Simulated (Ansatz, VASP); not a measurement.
**InP: VASP beside Ansatz**

POSCAR

```
InP
1.0
    0.0000000000      2.9305000000      2.9305000000
    2.9305000000      0.0000000000      2.9305000000
    2.9305000000      2.9305000000      0.0000000000
In P
1 1
Direct
    0.0000000000      0.0000000000      0.0000000000
    0.7500000000      0.7500000000      0.7500000000
```

The input INCAR.step1:

```
PREC = Accurate ; ENCUT = 600
ISMEAR = -1 ; SIGMA = 0.05
LREAL = False ; LASPH = True
NELM = 100 ; GGA = PE
ALGO = Normal ; EDIFF = 1E-4
LWAVE = True ; LCHARG = False
```

Contents of INCAR.step2:

```
PREC = Accurate ; ENCUT = 600
EDIFF = 1E-6 ; ISMEAR = -1
SIGMA = 0.05 ; LREAL = False
LASPH = True ; NELM = 100
ALGO = Normal ; ISIF = 3
LWAVE = False ; LCHARG = False
METAGGA = R2SCAN ; LMIXTAU = True
IVDW = 12 ; VDW_S6 = 1.0
VDW_S8 = 0.78981345 ; VDW_A1 = 0.49484001
VDW_A2 = 5.73083694 ; IBRION = 2
NSW = 60 ; EDIFFG = -0.01
ISTART = 1
```

Contents of KPOINTS:

```
regular mesh
0
Gamma
  8 8 8
```

Contents of input.yaml:

```yaml
crystal:
  lattice:
    - [0.0, 2.9305, 2.9305]
    - [2.9305, 0.0, 2.9305]
    - [2.9305, 2.9305, 0.0]
  atoms:
    - { symbol: In, position: [0.0, 0.0, 0.0] }
    - { symbol: P, position: [0.75, 0.75, 0.75] }
hamiltonian:
  xc: r2scan
  pseudopotentials: { kind: paw }
  dispersion: d3bj
kpoints:
  mp_grid: { grid: [8, 8, 8] }
scf:
  occupations: { method: fermi_dirac, width: 0.05 }
output:
  forces: true
  stress: true
relax:
  f_tol: 0.01
  max_steps: 40
  cell: { stress_tol: 0.05 }
```

Alike in both runs: task relaxation of cell and atoms; functional r2SCAN; dispersion D3(BJ); k mesh 8 × 8 × 8; occupations fermi-dirac, width 0.05 eV; no spin polarisation.

|  | VASP | Ansatz |
| --- | --- | --- |
| version | VASP 6.6.1 | Ansatz 0.2.0 |
| potentials or method | VASP PAW PBE potentials, release 64 (In_d, P) | Ansatz PAW |
| plane-wave cutoff (eV) | 600 | 500 |
| valence electrons in the cell | 18 | 18 |

VASP gave:

* relaxed volume (Å³/atom): 25.39
* relaxed cell length with the largest relative difference (Å): 4.156

Q: Which values does Ansatz return?

A: Relaxed volume (Å³/atom): 25.42; relaxed cell length with the largest relative difference (Å): 4.158.

VASP's potentials were made for PBE, not for r2SCAN.

Noted on Ansatz's run: the plane-wave basis is chosen anew once the cell has moved, so the energies of steps on either side of that aren't comparable.
